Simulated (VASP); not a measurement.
**W: single point with PBEsol**

W:

```xyz
2
Lattice="0.0000 -1.9991 -1.9991 0.0000 1.9991 -1.9991 3.9983 0.0000 0.0000" Properties=species:S:1:pos:R:3 pbc="T T T"
W     1.9719   -0.0404   -1.9991
W     0.0272    0.0404    0.0000
```

This cell differs from its parent crystal: atoms displaced along several vibrational modes.

| Quantity | Value |
| --- | --- |
| Program | VASP 6.6.1 |
| Task | single point |
| Functional | PBEsol |
| Potentials or basis | VASP PAW PBE potentials, release 64 (W_sv) |
| Cutoff | 520 eV |
| k mesh | 16 × 16 × 12 |
| Occupations | gaussian, width 0.15 eV |
| Spin | no spin polarisation |
| Dipole correction | no |
| Further INCAR settings | ALGO = Fast; EDIFF = 1e-07; NBANDS = 21 |

```json
{
 "Pressure": "1.4 GPa",
 "Largest force": "0.894 eV/Å",
 "Band gap on the k mesh": "zero (bands 14 and 15 overlap by 3.59 eV)"
}
```

Forces in eV/Å, atoms in the order of the input:
```
W    0.846  0.289  0.000
W   -0.846 -0.289  0.000
```

Stress tensor (GPa, compression positive):
```
 0.76 -1.05  0.00
-1.05  1.17  0.00
 0.00  0.00  2.16
```

Levels at points of the mesh, in eV from the Fermi level:
| k point | band 12 | band 13 | band 14 | band 15 | band 16 | band 17 |
| --- | --- | --- | --- | --- | --- | --- |
| (0.00, 0.00, 0.00) | -0.64 | -0.61 | -0.56 | 2.49 | 2.64 | 3.37 |
| (0.50, 0.00, 0.00) | -2.10 | -2.03 | -1.64 | 0.78 | 0.88 | 2.11 |
| (0.50, 0.50, 0.00) | -4.68 | 3.12 | 3.21 | 5.17 | 5.31 | 5.90 |
| (0.00, 0.00, 0.50) | -2.86 | -0.52 | 0.18 | 1.48 | 1.50 | 1.80 |
| (0.50, 0.00, 0.50) | -0.88 | -0.83 | -0.81 | 0.73 | 0.74 | 5.18 |
| (0.50, 0.50, 0.50) | -2.20 | -1.93 | -1.91 | 1.33 | 1.33 | 6.01 |

Wall time 5.9 min on 1 thread of Intel(R) Xeon(R) Platinum 8259CL CPU @ 2.50GHz (Skylake/Cascade Lake), on a shared host, peak memory 0.51 GiB.

Caveat: the cell differs from its parent crystal (atoms displaced along several vibrational modes); the PAW data sets were made with another functional, which shifts forces and pressure a little; spin-orbit coupling is left out, which moves the levels of the heavy elements.
